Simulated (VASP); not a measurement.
# MnSb (R-3m) in VASP: single point with PBE

Aim: the single point of MnSb with PBE.

Program: VASP 6.6.1. These are calculated values, not measurements. Logs are shortened: lines on timing, memory, paths and dates and some standing lists are left out, and cuts for length are marked.

### 1 The cell of the first run

Symmetry: R-3m, No. 166, trigonal system. Conventional cell: a = 3.416 Å, b = 3.416 Å, c = 12.467 Å, α = 90.00°, β = 90.00°, γ = 120.00°. Within 3.8 Å of Mn (site symmetry -3m) lie 6 Sb at 2.86 Å and 6 Mn at 3.42 Å. Within 3.8 Å of Sb (site symmetry -3m) lie 6 Mn at 2.86 Å and 6 Sb at 3.42 Å.

### 2 Single point, PBE, collinear spin, ferromagnetic start

Contents of INCAR:

```
PREC     = Accurate       # precision mode
ENCUT    = 520            # plane-wave cutoff, eV
EDIFF    = 1E-6           # SCF threshold, eV
ISMEAR   = -1             # smearing method
SIGMA    = 0.05           # smearing width, eV
LREAL    = False          # projectors in reciprocal space
LASPH    = True           # aspherical terms in the spheres
NELM     = 150            # most SCF steps
ALGO     = Normal         # electronic algorithm
ISIF     = 2              # what is computed and relaxed
LWAVE    = False          # write WAVECAR
LCHARG   = True           # write CHGCAR
ISPIN    = 2              # spin polarisation
MAGMOM   = 4 0            # initial moments
LORBIT   = 11             # projections on sites
LMAXMIX  = 4              # l up to which the mixer works
GGA      = PE             # functional
LELF     = True           # ELF
LVHAR    = True         
NBANDS   = 20             # bands
```

Contents of KPOINTS:

```
regular mesh
0
Gamma
  9 9 9
```

Contents of POSCAR:

```
MnSb
1.0
    1.7079057200      0.9860598200      4.1557474900
   -1.7079057200      0.9860598200      4.1557474900
    0.0000000000     -1.9721196500      4.1557474900
Mn Sb
1 1
Direct
    0.5000000000      0.5000000000      0.5000000000
    0.0000000000      0.0000000000      0.0000000000
```

Potentials or basis: VASP PAW PBE potentials, release 64 (Mn_pv, Sb).

Started as:

```bash
> cat potpaw_PBE.64/Mn_pv/POTCAR potpaw_PBE.64/Sb/POTCAR > POTCAR
> mpirun -np 1 vasp_std > vasp.out
```

OUTCAR:

```text
PREC = Accurate
   ENCUT = 520
   EDIFF = 1E-6
   ISMEAR = -1
   LREAL = False
   LASPH = True
   NELM = 150
   ISIF = 2
   ISPIN = 2
   LORBIT = 11
   GGA = PE

 ion  position               nearest neighbor table
   1  0.500  0.500  0.500-   2 2.86   2 2.86   2 2.86   2 2.86   2 2.86   2 2.86
   2  0.000  0.000  0.000-   1 2.86   1 2.86   1 2.86   1 2.86   1 2.86   1 2.86

  LATTYP: Found a trigonal (rhomboedric) cell.
 ALAT       =     4.5999449038
 COS(alpha) =     0.7242899977

  Lattice vectors:

 A1 = (   1.7079057200,   0.9860598200,   4.1557474900)
 A2 = (  -1.7079057200,   0.9860598200,   4.1557474900)
 A3 = (   0.0000000000,  -1.9721196500,   4.1557474900)

Analysis of symmetry for initial positions (statically):
=====================================================================
 Subroutine PRICEL returns:
 Original cell was already a primitive cell.

 Routine SETGRP: Setting up the symmetry group for a
 trigonal (rhombohedral) supercell.

 Subroutine GETGRP returns: Found 12 space group operations
 (whereof 12 operations were pure point group operations)
 out of a pool of 12 trial point group operations.

The static configuration has the point symmetry D_3d.

Analysis of symmetry for dynamics (positions and initial velocities):
=====================================================================
 Subroutine PRICEL returns:
 Original cell was already a primitive cell.

 Routine SETGRP: Setting up the symmetry group for a
 trigonal (rhombohedral) supercell.

 Subroutine GETGRP returns: Found 12 space group operations
 (whereof 12 operations were pure point group operations)
 out of a pool of 12 trial point group operations.

The dynamic configuration has the point symmetry D_3d.

Analysis of structural, dynamic, and magnetic symmetry:
=====================================================================
 Subroutine PRICEL returns:
 Original cell was already a primitive cell.

 Routine SETGRP: Setting up the symmetry group for a
 trigonal (rhombohedral) supercell.

 Subroutine GETGRP returns: Found 12 space group operations
 (whereof 12 operations were pure point group operations)
 out of a pool of 12 trial point group operations.

The overall configuration has the point symmetry D_3d.

 Subroutine INISYM returns: Found 12 space group operations
 (whereof 12 operations are pure point group operations),
 and found     1 'primitive' translations

----------------------------------------------------------------------------------------

                                     Primitive cell

  volume of cell :      41.9921

  direct lattice vectors                    reciprocal lattice vectors
     1.707905720  0.986059820  4.155747490     0.292756207  0.169022875  0.080210199
    -1.707905720  0.986059820  4.155747490    -0.292756207  0.169022875  0.080210199
     0.000000000 -1.972119650  4.155747490     0.000000000 -0.338045751  0.080210199

  length of vectors
     4.599944904  4.599944904  4.599944903     0.347431439  0.347431439  0.347431440

  position of ions in fractional coordinates (direct lattice)
     0.500000000  0.500000000  0.500000000
     0.000000000  0.000000000  0.000000000

  ion indices of the primitive-cell ions
   primitive index   ion index
                 1           1
                 2           2

----------------------------------------------------------------------------------------

 KPOINTS: regular mesh

Automatic generation of k-mesh.
 Grid dimensions read from file:
 generate k-points for:    9    9    9

 Generating k-lattice:

  Cartesian coordinates                     Fractional coordinates (reciprocal lattice)
     0.032528467  0.018780319  0.008912244     0.111111111  0.000000000  0.000000000
    -0.032528467  0.018780319  0.008912244     0.000000000  0.111111111  0.000000000
     0.000000000 -0.037560639  0.008912244     0.000000000  0.000000000  0.111111111

  Length of vectors
     0.038603493  0.038603493  0.038603493

  Shift w.r.t. Gamma in fractional coordinates (k-lattice)
     0.000000000  0.000000000  0.000000000

 Subroutine IBZKPT returns following result:
 ===========================================

 Found     85 irreducible k-points:

 Following reciprocal coordinates:
            Coordinates               Weight
  0.000000  0.000000  0.000000      1.000000
  0.111111  0.000000  0.000000      6.000000
  0.222222 -0.000000  0.000000      6.000000
  0.333333  0.000000  0.000000      6.000000
  0.444444 -0.000000  0.000000      6.000000
  0.111111  0.111111  0.000000      6.000000
[... 16 lines left out ...]
 -0.333333  0.333333  0.000000      6.000000
  0.444444  0.444444  0.000000      6.000000
 [... further k-points ...]
   k-points           NKPTS =     85   k-points in BZ     NKDIM =     85   number of bands    NBANDS=     20
   number of dos      NEDOS =    301   number of ions     NIONS =      2
   total plane-waves  NPLWV =  46656
   dimension x,y,z NGX =    36 NGY =   36 NGZ =   36
   dimension x,y,z NGXF=    72 NGYF=   72 NGZF=   72
   ions per type =               1   1
   NGX,Y,Z   is equivalent  to a cutoff of  13.01, 13.01, 13.01 a.u.
   NGXF,Y,Z  is equivalent  to a cutoff of  26.02, 26.02, 26.02 a.u.
 SYSTEM =  unknown system
   PREC   = accura    normal or accurate (medium, high low for compatibility)
   ISTART =      0    job   : 0-new  1-cont  2-samecut
   ICHARG =      2    charge: 1-file 2-atom 10-const
   ISPIN  =      2    spin polarized calculation?
   LNONCOLLINEAR =      F non collinear calculations
   LSORBIT =      F    spin-orbit coupling
   LASPH  =      T    aspherical Exc in radial PAW
   ENCUT  =  520.0 eV  38.22 Ry    6.18 a.u.   8.55  8.55  8.55*2*pi/ulx,y,z
   NELM   =    150;   NELMIN=  2; NELMDL= -5     # of ELM steps
   EDIFF  = 0.1E-05   stopping-criterion for ELM
   LREAL  =      F    real-space projection
   EDIFFG = 0.1E-04   stopping-criterion for IOM
   NSW    =      0    number of steps for IOM
   IBRION =     -1    ionic relax: 0-MD 1-quasi-New 2-CG
   NFREE  =      0    steps in history (QN), initial steepest desc. (CG)
   ISIF   =      2    stress and relaxation
   ISYM   =      2    0-nonsym 1-usesym 2-fastsym
   POTIM  = 0.5000    time-step for ionic-motion
   TEBEG  =    0.0;   TEEND  =   0.0 temperature during run
   PSTRESS=    0.0 pullay stress
   NELECT =      18.0000    total number of electrons
   NUPDOWN=      -1.0000    fix difference up-down
   EMIN   =  10.00;   EMAX   =-10.00  energy-range for DOS
   EFERMI =   0.00;   METHOD = LEGACY
   ISMEAR =    -1;   SIGMA  =   0.05  broadening in eV -4-tet -1-fermi 0-gaus
   EFERMI_NEDOS =   21; number of points for ismear=-14 and -15
   IALGO  =     38    algorithm
   IMIX   =      4    mixing-type and parameters
     AMIX     =   0.40;   BMIX     =  1.00
     AMIX_MAG =   1.60;   BMIX_MAG =  1.00
  volume/ion in A,a.u.               =      21.00       141.69
  Fermi-wavevector in a.u.,A,eV,Ry     =   1.234364  2.332609 20.730568  1.523654
  Thomas-Fermi vector in A             =   2.369057
   LORBIT       =     11    0 simple, 1 ext, 2 COOP (PROOUT), +10 PAW based schemes
   GGA     = PE    functional components
   LHFCALC =     F    Hartree Fock is set to
   AEXX    =    0.0000 exact exchange contribution
   IVDW    =     0    specifies the selected vdW correction
   LEPSILON=     F    determine dielectric tensor
   LRPA    =     F    only Hartree local field effects (RPA)
 spin polarized calculation
  energy-cutoff  :      520.00
  volume of cell :       41.99
 maximum number of plane-waves:      1151
 NGX is ok and might be reduce to    36
   NGX = 17   NGY = 17   NGZ = 17

 number of electron      17.9999996 magnetization       3.6641037

 Free energy of the ion-electron system (eV)
  ---------------------------------------------------
  ext. energy  EPLUGINS =         0.00000000
  ---------------------------------------------------
  free energy    TOTEN  =       -12.57123539 eV

  energy without entropy =      -12.55266918  energy(sigma->0) =      -12.56195229

 E-fermi :   8.3041     XC(G=0): -10.8126

 val. band max:        8.2997056470   @ k =  -0.2222  -0.2222   0.1111
 cond. band min:       8.3045296056   @ k =  -0.4444  -0.4444   0.2222
 fundamental gap:      0.0048239587
 Fermi energy:         8.3041093566

 spin component 1

 k-point     1 :       0.0000    0.0000    0.0000
  band No.  band energies     occupation
      1     -41.6993      1.00000
      2     -41.6993      1.00000
      3     -41.6508      1.00000
      4      -3.8952      1.00000
      5       4.8002      1.00000
      6       5.5161      1.00000
[... 12 lines left out ...]
     19      19.6563      0.00000
     20      19.6563      0.00000

 k-point     2 :       0.1111    0.0000    0.0000
  band No.  band energies     occupation
      1     -41.7012      1.00000
      2     -41.6998      1.00000
      3     -41.6506      1.00000
      4      -3.6774      1.00000
      5       4.7725      1.00000
      6       5.1707      1.00000
[... 12 lines left out ...]
     19      19.0518      0.00000
     20      20.9152      0.00000
[... 465 lines left out ...]
      3     -41.6487      1.00000
      4      -0.1113      1.00000
      5       3.4246      1.00000
      6       4.0557      1.00000
[... 12 lines left out ...]
     19      21.0229      0.00000
     20      23.0360      0.00000

 k-point    24 :       0.4444    0.4444    0.0000
  band No.  band energies     occupation
      1     -41.7147      1.00000
      2     -41.7034      1.00000
      3     -41.6492      1.00000
      4      -0.8925      1.00000
      5       3.2296      1.00000
      6       4.8726      1.00000
[... 12 lines left out ...]
     19      21.2861      0.00000
     20      24.2967      0.00000

 [... further k-points ...]

 spin component 2

 k-point     1 :       0.0000    0.0000    0.0000
  band No.  band energies     occupation
      1     -37.9672      1.00000
      2     -37.8722      1.00000
      3     -37.8722      1.00000
      4      -3.8729      1.00000
      5       5.6067      1.00000
      6       6.9458      1.00000
[... 12 lines left out ...]
     19      20.6314      0.00000
     20      20.6314      0.00000

 k-point     2 :       0.1111    0.0000    0.0000
  band No.  band energies     occupation
      1     -37.9668      1.00000
      2     -37.8746      1.00000
      3     -37.8728      1.00000
      4      -3.6573      1.00000
      5       5.5175      1.00000
      6       7.2077      1.00000
[... 12 lines left out ...]
     19      19.6785      0.00000
     20      21.0427      0.00000
[... 465 lines left out ...]
      3     -37.8861      1.00000
      4      -0.1293      1.00000
      5       3.9198      1.00000
      6       4.3848      1.00000
[... 12 lines left out ...]
     19      21.1571      0.00000
     20      23.5075      0.00000

 k-point    24 :       0.4444    0.4444    0.0000
  band No.  band energies     occupation
      1     -37.9651      1.00000
      2     -37.8914      1.00000
      3     -37.8772      1.00000
      4      -0.8685      1.00000
      5       3.3309      1.00000
      6       5.5506      1.00000
[... 12 lines left out ...]
     19      21.6999      0.00000
     20      24.8767      0.00000

 [... further k-points ...]

------------------------ aborting loop because EDIFF is reached ----------------------------------------

  FORCE on cell =-STRESS in cart. coord.  units (eV):
  Direction    XX          YY          ZZ          XY          YZ          ZX
  --------------------------------------------------------------------------------------
  -------------------------------------------------------------------------------------
  Total        0.1743245      0.1743245     -1.8870025      0.0000000      0.0000000     -0.0000000
  in kB        6.6512234      6.6512234    -71.9971824      0.0000000      0.0000001     -0.0000000
  external PRESSURE =     -19.5649119 kB  Pullay stress =       0.0000000 kB

 VOLUME and BASIS-vectors are now :
 -----------------------------------------------------------------------------
  energy-cutoff  :      520.00
  volume of cell :       41.99
      direct lattice vectors                 reciprocal lattice vectors
     1.707905720  0.986059820  4.155747490     0.292756207  0.169022875  0.080210199
    -1.707905720  0.986059820  4.155747490    -0.292756207  0.169022875  0.080210199
     0.000000000 -1.972119650  4.155747490     0.000000000 -0.338045751  0.080210199

 POSITION                                       TOTAL-FORCE (eV/Angst)
 -----------------------------------------------------------------------------------
      0.00000     -0.00000      6.23362         0.000000     -0.000000     -0.000000
      0.00000      0.00000      0.00000        -0.000000      0.000000      0.000000
 -----------------------------------------------------------------------------------
    total drift:                                0.000000     -0.000000      0.000000

  FREE ENERGIE OF THE ION-ELECTRON SYSTEM (eV)
  ---------------------------------------------------
  free  energy   TOTEN  =       -12.5712353947 eV

  energy  without entropy=      -12.5526691809  energy(sigma->0) =      -12.56195229

 total charge

# of ion       s       p       d       tot
------------------------------------------
    1        0.255   6.162   5.038  11.455
    2        1.165   1.218   0.049   2.432
--------------------------------------------------
tot          1.420   7.380   5.087  13.887

 magnetization (x)

# of ion       s       p       d       tot
------------------------------------------
    1        0.042   0.029   3.537   3.608
    2        0.018  -0.110   0.005  -0.087
--------------------------------------------------
tot          0.059  -0.081   3.542   3.520
```

Run time: 2.1 min. Hardware: 1 thread of Intel Xeon Platinum 8375C at 2.90GHz (Ice Lake), shared host; peak memory 0.31 GiB.

What came out:

| Item | Value |
| --- | --- |
| Free energy | -12.5712 eV |
| Pressure | -2.0 GPa |
| Net moment | 3.66 μB per cell |
| Site moments | Mn +3.61; Sb -0.09 μB |
| Valence electrons inside the program's atomic spheres | Mn 11.46; Sb 2.43 |

Levels at points of the mesh, in eV from the Fermi level:
Spin up:
| k point | band 9 | band 10 | band 11 | band 12 | band 13 | band 14 |
| --- | --- | --- | --- | --- | --- | --- |
| (0.00, 0.00, 0.00) | -2.38 | -2.38 | 1.27 | 3.80 | 3.80 | 9.48 |
Spin down:
| k point | band 5 | band 6 | band 7 | band 8 | band 9 | band 10 |
| --- | --- | --- | --- | --- | --- | --- |
| (0.00, 0.00, 0.00) | -2.70 | -1.36 | 0.50 | 0.50 | 0.80 | 0.80 |

Caveat: spin-orbit coupling is left out, which moves the levels of the heavy elements; a cell with one magnetic atom can't hold antiferromagnetic order, which such compounds often take.
